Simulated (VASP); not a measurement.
Crystal: Hf2Pd2Se2Br2O3.

```
Hf Pd Se Br O
1.0
     5.76069    0.00496   -0.00286
    -0.52750    5.84664    0.03413
    -1.48435   -0.92642    6.64586
Hf Pd Se Br O
2 2 2 2 3
Direct
  0.74540 0.39602 0.34989
  0.28763 0.45322 0.59401
  0.90854 0.13294 0.84849
  0.25249 0.90323 0.35874
  0.63469 0.40355 0.93716
  0.62597 0.78174 0.53023
  0.85273 0.99089 0.15355
  0.22526 0.82084 0.86223
  0.96040 0.28925 0.59026
  0.43233 0.24524 0.40864
  0.07457 0.58308 0.36682
```

Base run:

```yaml
Program: VASP 6.6.1
Functional: PBE
Potentials_or_basis: VASP PAW PBE potentials, release 64 (Hf_pv, Pd, Se, Br, O)
Cutoff: 520 eV
k_mesh: 3 × 3 × 3
Occupations: fermi-dirac, width 0.05 eV
Spin: no spin polarisation
```

Its results: band gap on the k mesh 0.33 eV, indirect (least direct gap 0.48 eV); pressure -0.6 GPa; largest force 0.182 eV/Å.

The run is repeated on the same cell with these changes: k mesh from 3 × 3 × 3 to 2 × 2 × 2. What comes out?

Band gap on the k mesh 0.20 eV, indirect (least direct gap 0.34 eV); pressure -0.5 GPa; largest force 0.229 eV/Å.

Caveats: some runs use coarse meshes; spin-orbit coupling is left out, which moves the levels of the heavy elements.

A k mesh can miss the band edges.
